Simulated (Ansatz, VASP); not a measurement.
# One calculation of BaS, two programs

POSCAR

```
BaS
1.0
    0.0000000000      3.5623485945      3.4352030453
    3.5623485945      0.0000000000      3.4352030453
    3.5623485945      3.5623485945      0.0000000000
Ba S
1 1
Direct
    0.0000000000      0.0000000000      0.0000000000
    0.2500000000      0.2500000000      0.2500000000
```

Contents of INCAR.step1:

```
SYSTEM = BaS
PREC = Accurate
ENCUT = 520
EDIFF = 1E-5
ISMEAR = 0
SIGMA = 0.01
LREAL = .FALSE.
LASPH = .TRUE.
NELM = 60
ALGO = Normal
ISIF = 2
LWAVE = .TRUE.
LCHARG = .FALSE.
GGA = PE
NBANDS = 15
```

INCAR.step2

```
SYSTEM = BaS
PREC = Accurate
ENCUT = 520
EDIFF = 1E-6
ISMEAR = 0
SIGMA = 0.01
LREAL = .FALSE.
LASPH = .TRUE.
NELM = 60
ALGO = Normal
ISIF = 2
LWAVE = .FALSE.
LCHARG = .FALSE.
GGA = PE
LHFCALC = .TRUE.
HFSCREEN = 0.2079
PRECFOCK = Normal
ISTART = 1
NBANDS = 15
```

Contents of KPOINTS:

```
Automatic mesh
0
G
  4 4 4
  0 0 0
```

Input for Ansatz:

```yaml
crystal:
  lattice:
    - [0.0, 3.5623485945, 3.4352030453]
    - [3.5623485945, 0.0, 3.4352030453]
    - [3.5623485945, 3.5623485945, 0.0]
  atoms:
    - { symbol: Ba, position: [0.0, 0.0, 0.0] }
    - { symbol: S, position: [0.25, 0.25, 0.25] }
kpoints:
  mp_grid: { grid: [4, 4, 4] }
  band_path:
    path:
      - [0.0, 0.0, 0.0]
      - [-0.5, -0.5, 0.0]
      - [-0.375, -0.375, 0.25]
      - [-0.375, 0.0, 0.375]
      - [0.0, 0.0, 0.5]
      - [-0.5, -0.25, 0.25]
    npoints: 1
hamiltonian:
  xc: hse06
scf:
  occupations: { method: fixed }
  n_extra_bands: 4
output:
  forces: true
  stress: true
  eigenvalues: true
```

Change from the starting cell: epitaxial_xy strain +1.2%.

Alike in both runs: task single point; functional HSE06; k mesh 4 × 4 × 4; no spin polarisation.

|  | VASP | Ansatz |
| --- | --- | --- |
| version | VASP 6.6.1 | Ansatz 0.2.0 |
| potentials or method | VASP PAW PBE potentials, release 64 (Ba_sv, S) | plane waves, PAW |
| plane-wave cutoff (eV) | 520 | 420 |
| occupations | gaussian, width 0.01 eV | fixed |
| valence electrons in the cell | 16 | 16 |

|  | VASP | Ansatz | Ansatz less VASP |
| --- | --- | --- | --- |
| gap on the k mesh at the Fermi level (eV) | 3.61 | 3.61 | -0.002 |
| pressure (GPa) | 0.1 | -0.3 | -0.38 |
| traceless stress, the component that is largest in VASP (GPa) | 0.06 | 0.08 | +0.013 |

Ansatz's warnings: stress exchange threshold loose, stress scf threshold loose.

Spin-orbit coupling is off throughout.
